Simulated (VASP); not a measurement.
# Pm (Pm-3m) in VASP: single point with LDA

Aim: the single point of Pm with LDA.

Everything below comes from runs of VASP 6.6.1. Logs are shortened: lines on timing, memory, paths and dates and some standing lists are left out, and cuts for length are marked.

## (1) The cell of the first run

The structure is cubic, space group Pm-3m (No. 221). The conventional cell has a = 2.517 Å, b = 2.517 Å, c = 2.517 Å, α = 90.00°, β = 90.00°, γ = 90.00°. Pm (site symmetry m-3m) has 6 Pm at 2.52 Å within 3.3 Å.

This isn't the form of Pm at room conditions, which is double hcp.

## (2) Single point, LDA

File INCAR:

```
SYSTEM = Pm
PREC = Accurate ; ENCUT = 520
EDIFF = 1E-6 ; ISMEAR = -1
SIGMA = 0.13605693000000002 ; LREAL = .False.
LASPH = .True. ; NELM = 80
ALGO = Normal ; ISIF = 2
LWAVE = .False. ; LCHARG = .True.
GGA = CA ; LELF = .True.
LVHAR = .True. ; NBANDS = 14
```

File KPOINTS:

```
regular mesh
0
Gamma
  13 13 13
  0 0 0
```

File POSCAR:

```
Pm
1.0
    2.5165830906      0.0000000000      0.0000000000
    0.0000000000      2.5165830906      0.0000000000
    0.0000000000      0.0000000000      2.5165830906
Pm
1
Direct
    0.0000000000      0.0000000000      0.0000000000
```

Potentials or basis: VASP PAW PBE potentials, release 64 (Pm).

The run is started by

```
$ cat potpaw_PBE.64/Pm/POTCAR > POTCAR
$ mpirun -np 1 vasp_std > vasp.out
```

OUTCAR:

```text
SYSTEM = Pm
   PREC = Accurate
   ENCUT = 520
   EDIFF = 1E-6
   ISMEAR = -1
   LREAL = .False.
   LASPH = .True.
   NELM = 80
   ISIF = 2
   GGA = CA

 ion  position               nearest neighbor table
   1  0.000  0.000  0.000-

  LATTYP: Found a simple cubic cell.
 ALAT       =     2.5165830906

  Lattice vectors:

 A1 = (   2.5165830906,   0.0000000000,   0.0000000000)
 A2 = (   0.0000000000,   2.5165830906,   0.0000000000)
 A3 = (   0.0000000000,   0.0000000000,   2.5165830906)

Analysis of symmetry for initial positions (statically):
=====================================================================
 Subroutine PRICEL returns:
 Original cell was already a primitive cell.

 Routine SETGRP: Setting up the symmetry group for a
 simple cubic supercell.

 Subroutine GETGRP returns: Found 48 space group operations
 (whereof 48 operations were pure point group operations)
 out of a pool of 48 trial point group operations.

The static configuration has the point symmetry O_h .

Analysis of symmetry for dynamics (positions and initial velocities):
=====================================================================
 Subroutine PRICEL returns:
 Original cell was already a primitive cell.

 Routine SETGRP: Setting up the symmetry group for a
 simple cubic supercell.

 Subroutine GETGRP returns: Found 48 space group operations
 (whereof 48 operations were pure point group operations)
 out of a pool of 48 trial point group operations.

The dynamic configuration has the point symmetry O_h .

 Subroutine INISYM returns: Found 48 space group operations
 (whereof 48 operations are pure point group operations),
 and found     1 'primitive' translations

----------------------------------------------------------------------------------------

                                     Primitive cell

  volume of cell :      15.9380

  direct lattice vectors                    reciprocal lattice vectors
     2.516583091  0.000000000  0.000000000     0.397364189  0.000000000  0.000000000
     0.000000000  2.516583091  0.000000000     0.000000000  0.397364189  0.000000000
     0.000000000  0.000000000  2.516583091     0.000000000  0.000000000  0.397364189

  length of vectors
     2.516583091  2.516583091  2.516583091     0.397364189  0.397364189  0.397364189

  position of ions in fractional coordinates (direct lattice)
     0.000000000  0.000000000  0.000000000

  ion indices of the primitive-cell ions
   primitive index   ion index
                 1           1

----------------------------------------------------------------------------------------

 KPOINTS: regular mesh

Automatic generation of k-mesh.
 Grid dimensions read from file:
 generate k-points for:   13   13   13

 Generating k-lattice:

  Cartesian coordinates                     Fractional coordinates (reciprocal lattice)
     0.030566476  0.000000000  0.000000000     0.076923077  0.000000000  0.000000000
     0.000000000  0.030566476  0.000000000     0.000000000  0.076923077  0.000000000
     0.000000000  0.000000000  0.030566476     0.000000000  0.000000000  0.076923077

  Length of vectors
     0.030566476  0.030566476  0.030566476

  Shift w.r.t. Gamma in fractional coordinates (k-lattice)
     0.000000000  0.000000000  0.000000000

 Subroutine IBZKPT returns following result:
 ===========================================

 Found     84 irreducible k-points:

 Following reciprocal coordinates:
            Coordinates               Weight
  0.000000  0.000000  0.000000      1.000000
  0.076923  0.000000  0.000000      6.000000
  0.153846  0.000000  0.000000      6.000000
  0.230769  0.000000  0.000000      6.000000
  0.307692  0.000000  0.000000      6.000000
  0.384615  0.000000  0.000000      6.000000
[... 16 lines left out ...]
  0.307692  0.307692  0.000000     12.000000
  0.384615  0.307692  0.000000     24.000000
 [... further k-points ...]
   k-points           NKPTS =     84   k-points in BZ     NKDIM =     84   number of bands    NBANDS=     14
   number of dos      NEDOS =    301   number of ions     NIONS =      1
   total plane-waves  NPLWV =   8000
   dimension x,y,z NGX =    20 NGY =   20 NGZ =   20
   dimension x,y,z NGXF=    40 NGYF=   40 NGZF=   40
   ions per type =               1
   NGX,Y,Z   is equivalent  to a cutoff of  13.21, 13.21, 13.21 a.u.
   NGXF,Y,Z  is equivalent  to a cutoff of  26.42, 26.42, 26.42 a.u.
 SYSTEM =  Pm
   PREC   = accura    normal or accurate (medium, high low for compatibility)
   ISTART =      0    job   : 0-new  1-cont  2-samecut
   ICHARG =      2    charge: 1-file 2-atom 10-const
   ISPIN  =      1    spin polarized calculation?
   LNONCOLLINEAR =      F non collinear calculations
   LSORBIT =      F    spin-orbit coupling
   LASPH  =      T    aspherical Exc in radial PAW
   ENCUT  =  520.0 eV  38.22 Ry    6.18 a.u.   4.68  4.68  4.68*2*pi/ulx,y,z
   NELM   =     80;   NELMIN=  2; NELMDL= -5     # of ELM steps
   EDIFF  = 0.1E-05   stopping-criterion for ELM
   LREAL  =      F    real-space projection
   EDIFFG = 0.1E-04   stopping-criterion for IOM
   NSW    =      0    number of steps for IOM
   IBRION =     -1    ionic relax: 0-MD 1-quasi-New 2-CG
   NFREE  =      0    steps in history (QN), initial steepest desc. (CG)
   ISIF   =      2    stress and relaxation
   ISYM   =      2    0-nonsym 1-usesym 2-fastsym
   POTIM  = 0.5000    time-step for ionic-motion
   TEBEG  =    0.0;   TEEND  =   0.0 temperature during run
   PSTRESS=    0.0 pullay stress
   NELECT =      15.0000    total number of electrons
   NUPDOWN=      -1.0000    fix difference up-down
   EMIN   =  10.00;   EMAX   =-10.00  energy-range for DOS
   EFERMI =   0.00;   METHOD = LEGACY
   ISMEAR =    -1;   SIGMA  =   0.14  broadening in eV -4-tet -1-fermi 0-gaus
   EFERMI_NEDOS =   21; number of points for ismear=-14 and -15
   IALGO  =     38    algorithm
   IMIX   =      4    mixing-type and parameters
     AMIX     =   0.40;   BMIX     =  1.00
     AMIX_MAG =   1.60;   BMIX_MAG =  1.00
  volume/ion in A,a.u.               =      15.94       107.55
  Fermi-wavevector in a.u.,A,eV,Ry     =   1.604331  3.031746 35.019736  2.573878
  Thomas-Fermi vector in A             =   2.700853
   LORBIT       =      0    0 simple, 1 ext, 2 COOP (PROOUT), +10 PAW based schemes
   GGA     = CA    functional components
   LHFCALC =     F    Hartree Fock is set to
   AEXX    =    0.0000 exact exchange contribution
   IVDW    =     0    specifies the selected vdW correction
   LEPSILON=     F    determine dielectric tensor
   LRPA    =     F    only Hartree local field effects (RPA)
 non-spin polarized calculation
  energy-cutoff  :      520.00
  volume of cell :       15.94
 maximum number of plane-waves:       449
 NGX is ok and might be reduce to    20
   NGX =  9   NGY =  9   NGZ =  9

 number of electron      15.0000004 magnetization

 Free energy of the ion-electron system (eV)
  ---------------------------------------------------
  ext. energy  EPLUGINS =         0.00000000
  ---------------------------------------------------
  free energy    TOTEN  =        -6.91863126 eV

  energy without entropy =       -6.61388741  energy(sigma->0) =       -6.76625933

 E-fermi :  13.4128     XC(G=0): -14.0852

 val. band max:       13.4124406235   @ k =   0.3846   0.3077   0.2308
 cond. band min:      13.4149125927   @ k =   0.0769   0.0769   0.0769
 fundamental gap:      0.0024719692
 Fermi energy:        13.4127526722

 k-point     1 :       0.0000    0.0000    0.0000
  band No.  band energies     occupation
      1     -26.6539      2.00000
      2      -2.3192      2.00000
      3      -2.3192      2.00000
      4      -2.3192      2.00000
      5      11.0658      2.00000
      6      11.0658      2.00000
      7      11.9280      1.99996
      8      13.3568      1.20280
      9      13.3568      1.20280
     10      13.3568      1.20280
     11      14.1923      0.00648
     12      14.1923      0.00648
     13      14.1923      0.00648
     14      14.2376      0.00464

 k-point     2 :       0.0769    0.0000    0.0000
  band No.  band energies     occupation
      1     -26.5806      2.00000
      2      -2.9729      2.00000
      3      -2.2630      2.00000
      4      -2.2630      2.00000
      5      11.1233      2.00000
      6      11.3897      2.00000
      7      12.4321      1.99852
      8      13.3488      1.23095
      9      13.3781      1.12670
     10      13.3781      1.12670
     11      14.2013      0.00606
     12      14.2013      0.00606
     13      14.2225      0.00519
     14      14.3315      0.00233

 k-point     3 :       0.1538    0.0000    0.0000
  band No.  band energies     occupation
      1     -26.3703      2.00000
      2      -4.5190      2.00000
      3      -2.1042      2.00000
      4      -2.1042      2.00000
      5      11.2888      2.00000
      6      11.6536      2.00000
      7      13.3239      1.31542
      8      13.4400      0.90020
      9      13.4400      0.90020
     10      13.6369      0.32298
     11      14.1813      0.00702
     12      14.2309      0.00488
     13      14.2309      0.00488
     14      15.2928      0.00000

 k-point     4 :       0.2308    0.0000    0.0000
  band No.  band energies     occupation
      1     -26.0544      2.00000
      2      -6.3157      2.00000
      3      -1.8719      2.00000
      4      -1.8719      2.00000
      5      11.5407      2.00000
      6      11.8433      1.99998
      7      13.2798      1.45319
      8      13.5344      0.58057
      9      13.5344      0.58057
     10      14.1241      0.01067
     11      14.1727      0.00747
     12      14.2897      0.00317
     13      14.2897      0.00317
     14      17.5791      0.00000

 k-point     5 :       0.3077    0.0000    0.0000
  band No.  band energies     occupation
      1     -25.6893      2.00000
      2      -7.9566      2.00000
      3      -1.6135      2.00000
      4      -1.6135      2.00000
      5      11.8420      1.99998
      6      11.9952      1.99994
      7      13.2126      1.62634
      8      13.6416      0.31363
      9      13.6416      0.31363
     10      14.0645      0.01648
     11      14.3932      0.00148
[... 276 lines left out ...]
 k-point    22 :       0.4615    0.2308    0.0000
  band No.  band energies     occupation
      1     -24.5615      2.00000
      2      -9.2958      2.00000
      3      -5.0031      2.00000
      4      -0.8322      2.00000
      5      10.5598      2.00000
      6      12.4025      1.99881
      7      12.8180      1.97505
      8      13.7660      0.13872
      9      14.0212      0.02258
     10      14.0934      0.01335
     11      14.6140      0.00029
     12      14.7030      0.00015
     13      15.3924      0.00000
     14      19.7188      0.00000

 k-point    23 :       0.3077    0.3077    0.0000
  band No.  band energies     occupation
      1     -24.7285      2.00000
      2      -7.0719      2.00000
      3      -7.0646      2.00000
      4      -0.9302      2.00000
      5      10.6786      2.00000
      6      12.2976      1.99945
      7      12.8348      1.97181
      8      13.7051      0.20894
      9      13.7751      0.13034
     10      14.0107      0.02438
     11      14.5235      0.00057
     12      14.9081      0.00003
     13      15.3334      0.00000
     14      21.9487      0.00000

 k-point    24 :       0.3846    0.3077    0.0000
  band No.  band energies     occupation
      1     -24.3987      2.00000
      2      -8.2909      2.00000
      3      -6.7707      2.00000
      4      -0.7141      2.00000
      5       9.7752      2.00000
      6      12.3954      1.99887
      7      12.7518      1.98458
      8      13.7018      0.21343
      9      13.8555      0.07436
     10      14.1358      0.00979
     11      14.5380      0.00051
     12      14.6207      0.00028
     13      15.6665      0.00000
     14      20.9207      0.00000

 [... further k-points ...]

------------------------ aborting loop because EDIFF is reached ----------------------------------------

  FORCE on cell =-STRESS in cart. coord.  units (eV):
  Direction    XX          YY          ZZ          XY          YZ          ZX
  --------------------------------------------------------------------------------------
  -------------------------------------------------------------------------------------
  Total        0.1216508      0.1216508      0.1216508      0.0000000      0.0000000     -0.0000000
  in kB       12.2290251     12.2290251     12.2290251      0.0000000      0.0000000     -0.0000000
  external PRESSURE =      12.2290251 kB  Pullay stress =       0.0000000 kB

 VOLUME and BASIS-vectors are now :
 -----------------------------------------------------------------------------
  energy-cutoff  :      520.00
  volume of cell :       15.94
      direct lattice vectors                 reciprocal lattice vectors
     2.516583091  0.000000000  0.000000000     0.397364189  0.000000000  0.000000000
     0.000000000  2.516583091  0.000000000     0.000000000  0.397364189  0.000000000
     0.000000000  0.000000000  2.516583091     0.000000000  0.000000000  0.397364189

 POSITION                                       TOTAL-FORCE (eV/Angst)
 -----------------------------------------------------------------------------------
      0.00000      0.00000      0.00000         0.000000      0.000000      0.000000
 -----------------------------------------------------------------------------------
    total drift:                                0.000000      0.000000      0.000000

  FREE ENERGIE OF THE ION-ELECTRON SYSTEM (eV)
  ---------------------------------------------------
  free  energy   TOTEN  =        -6.9186312576 eV

  energy  without entropy=       -6.6138874072  energy(sigma->0) =       -6.76625933
```

It took 31 s on 1 thread of Intel Xeon 8259CL, shared host; peak memory 0.14 GiB.

Results:

| Quantity | Value |
| --- | --- |
| Free energy | -6.9186 eV |
| Pressure | 1.2 GPa |
| Band gap on the k mesh | zero (an odd number of electrons rules out a gap without spin polarisation) |

Caveat: the PAW data sets were made with another functional, which shifts forces and pressure a little; spin-orbit coupling is left out, which moves the levels of the heavy elements; semilocal functionals describe open f shells poorly, which spoils levels, moments and volumes.
